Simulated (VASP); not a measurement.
## Ag: single point with PBE

The system is Ag.

```
Ag
1.0
     2.01154    2.01154    0.00000
    -2.01154    2.01154    0.00000
     0.00000    0.00000    4.02307
Ag
2
Cartesian
  0.0000 0.0000 0.0000
  0.0000 2.0115 2.0115
```

This cell differs from its parent crystal: equal strain along all axes, cell held: -3.0 %.

```
Program                : VASP 6.6.1
Task                   : single point
Functional             : PBE
Potentials or basis    : VASP PAW PBE potentials, release 64 (Ag)
Cutoff                 : 520 eV
k mesh                 : 18 × 18 × 12
Occupations            : gaussian, width 0.1 eV
Spin                   : no spin polarisation
Dipole correction      : no
Further INCAR settings : ALGO = Fast; EDIFF = 1e-06; NBANDS = 18
```

```yaml
Pressure: 10.8 GPa
Band_gap_on_the_k_mesh: zero (bands 11 and 12 overlap by 9.60 eV)
```

Levels at points of the mesh, in eV from the Fermi level:
```
           k point  band 9  band 10  band 11  band 12  band 13  band 14
(0.00, 0.00, 0.00)   -3.06    -2.80    -2.80     1.53     7.08    10.87
(0.50, 0.00, 0.00)   -3.89    -3.89    -0.54    -0.54     9.59     9.59
(0.50, 0.50, 0.00)   -2.80    -2.80     1.53     1.53     7.08     7.08
(0.00, 0.00, 0.50)   -3.97    -3.97    -3.49    -3.49    15.05    15.05
(0.50, 0.00, 0.50)   -3.03    -3.03    -0.56    -0.56     3.84     3.84
(0.50, 0.50, 0.50)   -2.80    -2.80     6.11     6.11     6.11     6.11
```

Run time: 2.4 min on 1 thread of Intel(R) Xeon(R) Platinum 8375C CPU @ 2.90GHz (Ice Lake), on a shared host, peak memory 0.29 GiB.

Caveat: the cell differs from its parent crystal (equal strain along all axes, cell held: -3.0 %); the cell stands under pressure.
